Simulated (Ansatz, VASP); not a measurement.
**Two plane-wave programs on KBr**

File POSCAR:

```
KBr
1.0
    5.3174254837      0.0000000000      0.0000000000
   -2.6587127419      4.6050255516      0.0000000000
    0.0000000000      0.0000000000      6.2025447146
K Br
2 2
Direct
    0.3333333333      0.6666666667     -0.0625000000
    0.6666666667      0.3333333333      0.4375000000
    0.3333333333      0.6666666667      0.4375000000
    0.6666666667      0.3333333333      0.9375000000
```

INCAR.step1

```
SYSTEM = KBr
ALGO = Normal ; EDIFF = 1E-4
ENCUT = 520 ; GGA = PE
ISMEAR = 0 ; LASPH = .TRUE.
LCHARG = .FALSE. ; LREAL = .FALSE.
LWAVE = .TRUE. ; NBANDS = 24
NELM = 100 ; PREC = Accurate
SIGMA = 0.01
```

Contents of INCAR.step2:

```
SYSTEM = KBr
ALGO = Normal ; EDIFF = 1E-6
ENCUT = 520 ; ISIF = 2
ISMEAR = 0 ; ISTART = 1
LASPH = .TRUE. ; LCHARG = .FALSE.
LMIXTAU = .TRUE. ; LREAL = .FALSE.
LWAVE = .FALSE. ; METAGGA = R2SCAN
NBANDS = 24 ; NELM = 100
PREC = Accurate ; SIGMA = 0.01
```

Contents of KPOINTS:

```
k-points
0
G
  6 6 4
  0 0 0
```

Input for Ansatz:

```yaml
crystal:
  lattice:
    - [5.3174254837, 0.0, 0.0]
    - [-2.6587127419, 4.6050255516, 0.0]
    - [0.0, 0.0, 6.2025447146]
  atoms:
    - { symbol: K, position: [0.3333333333, 0.6666666667, -0.0625] }
    - { symbol: K, position: [0.6666666667, 0.3333333333, 0.4375] }
    - { symbol: Br, position: [0.3333333333, 0.6666666667, 0.4375] }
    - { symbol: Br, position: [0.6666666667, 0.3333333333, 0.9375] }
kpoints:
  mp_grid: { grid: [6, 6, 4] }
  band_path:
    path:
      - [0.0, 0.0, 0.0]
      - [0.5, 0.0, 0.0]
      - [0.3333333333, 0.3333333333, 0.0]
      - [0.0, 0.0, 0.5]
      - [0.5, 0.0, 0.5]
      - [0.3333333333, 0.3333333333, 0.5]
    npoints: 1
hamiltonian:
  xc: r2scan
scf:
  occupations: { method: fixed }
  n_extra_bands: 5
output:
  forces: true
  stress: true
  eigenvalues: true
  write_density: true
  write_potential: true
  elf: true
  volumetric_format: npy
```

Change from the starting cell: hydrostatic strain -5.4%.

Alike in both runs: task single point; functional r2SCAN; k mesh 6 × 6 × 4; no spin polarisation.

|  | VASP | Ansatz |
| --- | --- | --- |
| version | VASP 6.6.1 | Ansatz 0.2.0 |
| potentials or method | VASP PAW PBE potentials, release 64 (K_sv, Br) | plane waves, PAW |
| plane-wave cutoff (eV) | 520 | 500 |
| occupations | gaussian, width 0.01 eV | fixed |
| valence electrons in the cell | 32 | 32 |

```csv
,VASP,Ansatz,Ansatz less VASP
gap on the k mesh at the Fermi level (eV),4.96,4.96,-0.001
pressure (GPa),3.0,3.0,-0.03
"traceless stress, the component that is largest in VASP (GPa)",0.47,0.47,-0.003
```

VASP's potentials were made for PBE, not for r2SCAN.
